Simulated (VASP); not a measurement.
## Hf: single point with PBE

Hf:

```
Hf
1.0
     3.43645    0.00000    0.00000
    -1.71823    2.97605    0.00000
     0.00000    0.00000    5.05780
Hf
2
Direct
  0.33333 0.66667 0.25000
  0.66667 0.33333 0.75000
```

This cell differs from its parent crystal: strain +0.0750 x Voigt [1, 1, 0, 0, 0, 0].

```json
{"Program": "VASP 6.6.1", "Task": "single point", "Functional": "PBE", "Potentials or basis": "VASP PAW PBE potentials, release 64 (Hf_pv)", "Cutoff": "520 eV", "k mesh": "18 × 18 × 10", "Occupations": "gaussian, width 0.15 eV", "Spin": "no spin polarisation", "Dipole correction": "no", "Further INCAR settings": "ALGO = Fast; EDIFF = 1e-06; NBANDS = 17"}
```

- Pressure: -11.6 GPa
- Band gap on the k mesh: zero (band 10 reaches 4.94 eV, above the bottom of band 11 at 3.48 eV)

Stress tensor (GPa, compression positive):
```
-13.61   0.00   0.00
  0.00 -13.61   0.00
  0.00   0.00  -7.67
```

Levels at points of the mesh, in eV from the Fermi level:
| k point | band 6 | band 7 | band 8 | band 9 | band 10 | band 11 | band 12 | band 13 | band 14 | band 15 |
| --- | --- | --- | --- | --- | --- | --- | --- | --- | --- | --- |
| (0.00, 0.00, 0.00) | -30.74 | -6.89 | -3.12 | 0.77 | 0.95 | 0.95 | 1.78 | 1.78 | 1.82 | 1.82 |
| (0.50, 0.00, 0.00) | -30.81 | -3.26 | -2.30 | -1.73 | -1.22 | 0.37 | 0.99 | 1.80 | 4.52 | 5.09 |
| (0.00, 0.00, 0.50) | -30.84 | -4.96 | -4.96 | 0.47 | 0.47 | 0.71 | 0.71 | 0.71 | 0.71 | 4.12 |
| (0.50, 0.00, 0.50) | -30.86 | -3.01 | -3.01 | -0.67 | -0.67 | 0.78 | 0.78 | 2.01 | 2.01 | 4.86 |

It took 2.4 min on 1 thread of Intel Xeon 6975P-C, on a shared host, peak memory 0.3 GiB.

Caveat: the cell differs from its parent crystal (strain +0.0750 x Voigt [1, 1, 0, 0, 0, 0]); spin-orbit coupling is left out, which moves the levels of the heavy elements.
